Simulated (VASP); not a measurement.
Wanted: the native input for a VASP 6.6.1 run.

| Item | Value |
| --- | --- |
| Task | single point |
| Functional | PBE |
| Dispersion | D3(BJ) |
| Potentials or basis | VASP PAW PBE potentials, release 64 (C, H) |
| Cutoff | 520 eV |
| k mesh | 1 × 1 × 1 |
| Occupations | fermi-dirac, width 0.05 eV |
| Spin | no spin polarisation |
| Dipole correction | no |
| Further INCAR settings | LREAL = Auto; ALGO = Normal; EDIFF = 1e-06; NBANDS = 58 |

The structure of H10C3 lies in POSCAR:

```
H10C3
1.0
    7.7473110000      0.0000000000      0.0000000000
    0.0000000000      7.7473110000      0.0000000000
    0.0000000000      0.0000000000      7.7473110000
C H
9 30
Direct
    0.3717272284      0.9599542547      0.2162177453
    0.6017848572      0.3935964848      0.4023121331
    0.0577696763      0.7737073807      0.7484177551
    0.0252725458      0.3616304670      0.1718889206
    0.0044177923      0.2037537199      0.0561486303
    0.6184688939      0.0314779307      0.8347200940
    0.6365745563      0.0403421644      0.6393564310
    0.5212438477      0.5735661897      1.0349167662
    0.5238143489      0.6032836457      0.8408255478
    0.5096532992      0.9300136510      0.2174835468
    0.3377258527      1.0141326036      0.0906062471
    0.3436214905      1.0537001349      0.3177799281
    0.2974833815      0.8416058530      0.2372433931
    0.5572168370      0.3776184261      0.5346022276
    0.5105951512      0.4744199043      0.3323961663
    0.6116404422      0.2672666866      0.3395403829
    0.7287701571      0.4545320639      0.4049378158
   -0.0563828282      0.6984984520      0.7135429257
    0.0351638649      0.8403456716      0.8707951742
    0.0844367588      0.8685250217      0.6472810362
    0.1683046443      0.6872601277      0.7618363880
    0.0743969863      0.4729318155      0.0994834476
   -0.0985911308      0.3991064813      0.2280625301
    0.1147748912      0.3363689631      0.2786693754
   -0.0446183660      0.0925147613      0.1289089964
   -0.0863657380      0.2288550430     -0.0493504230
    0.1278003226      0.1660433025     -0.0016885194
    0.6339412459      0.1590474128      0.8945633352
    0.4904816823     -0.0169152762      0.8693678584
    0.7146619348     -0.0551210744      0.8917971280
    0.6232512605     -0.0865790623      0.5779250599
    0.5352732138      0.1224843190      0.5857772725
    0.7614319350      0.0959552009      0.6007018275
    0.5474606457      0.6929165405      1.1052957946
    0.3951553048      0.5259628915      1.0787349037
    0.6193208831      0.4796737461      1.0735352740
    0.4974341984      0.4832048760      0.7711302669
    0.4268794339      0.6985533249      0.8019338958
    0.6498762986      0.6516058001      0.7990274214
```

The input as run:

INCAR

```
SYSTEM = H10C3
PREC = Accurate
ENCUT = 520
EDIFF = 1E-6
ISMEAR = -1
SIGMA = 0.05
LREAL = Auto
LASPH = .True.
NELM = 80
ALGO = Normal
ISIF = 2
LWAVE = .False.
LCHARG = .False.
GGA = PE
IVDW = 12
NBANDS = 58
```

KPOINTS

```
Automatic mesh
0
Gamma
  1 1 1
  0 0 0
```

Potentials or basis: VASP PAW PBE potentials, release 64 (C, H).

Run with:

```sh
$ cat potpaw_PBE.64/C/POTCAR potpaw_PBE.64/H/POTCAR > POTCAR
$ mpirun -np 1 vasp_gam > vasp.out
```

Results of the run:

```yaml
Pressure: 0.7 GPa
Largest_force: 0.188 eV/Å
Band_gap_on_the_k_mesh: 6.45 eV
Dispersion_energy_per_atom: -0.030 eV
```

Caveat: the k points lie up to 0.81 Å⁻¹ apart.

Wall time 37 s on 1 thread of AMD EPYC 9R45 96-Core Processor (Zen 5) (shared host), peak memory 0.42 GiB.
